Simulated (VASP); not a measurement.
The system is MgO.

```
CELL_PARAMETERS angstrom
2.95807 0.00000 0.00000
-1.47903 2.56176 0.00000
0.00000 0.00000 5.15670
ATOMIC_POSITIONS crystal
Mg 0.00000 0.00000 0.00000
Mg 0.00000 0.00000 0.50000
O 0.33333 0.66667 0.25000
O 0.66667 0.33333 0.75000
```

| Item | Value |
| --- | --- |
| Program | VASP 6.6.1 |
| Task | relaxation of cell and atoms |
| Functional | PBEsol |
| Potentials or basis | VASP PAW PBE potentials, release 64 (Mg, O) |
| Cutoff | 600 eV |
| k mesh | 12 × 12 × 4 |
| Occupations | fermi-dirac, width 0.02 eV |
| Spin | no spin polarisation |

At the start: pressure -4.8 GPa; volume 9.77 Å³/atom.

**Question.** How do energy, volume and symmetry change on relaxing?

**Answer.** Over 5 steps the energy falls by 4.8 meV/atom and the volume is 9.46 Å³/atom (-3.2 %); space group P6_3/mmc (No. 194, to 0.1 Å) before and after.

The path:
| step | energy change (eV) | largest force (eV/Å) | pressure (GPa) | volume (Å³) |
| --- | --- | --- | --- | --- |
| 1 | 0.0000 | 0.0000 | -4.75 | 39.08 |
| 2 | -0.0174 | 0.0000 | 1.52 | 37.46 |
| 3 | -0.0191 | 0.0000 | 0.00 | 37.82 |
| 4 | -0.0191 | 0.0000 | 0.00 | 37.82 |
| 5 | -0.0191 | 0.0000 | 0.00 | 37.82 |

Final structure:
```
Mg O
1.0
     2.92448    0.00000    0.00000
    -1.46224    2.53268    0.00000
     0.00000    0.00000    5.10619
Mg O
2 2
Cartesian
  0.0000 0.0000 0.0000
  0.0000 0.0000 2.5531
  0.0000 1.6884 1.2765
  1.4622 0.8442 3.8296
```

Caveat: the PAW data sets were made with another functional, which shifts forces and pressure a little.
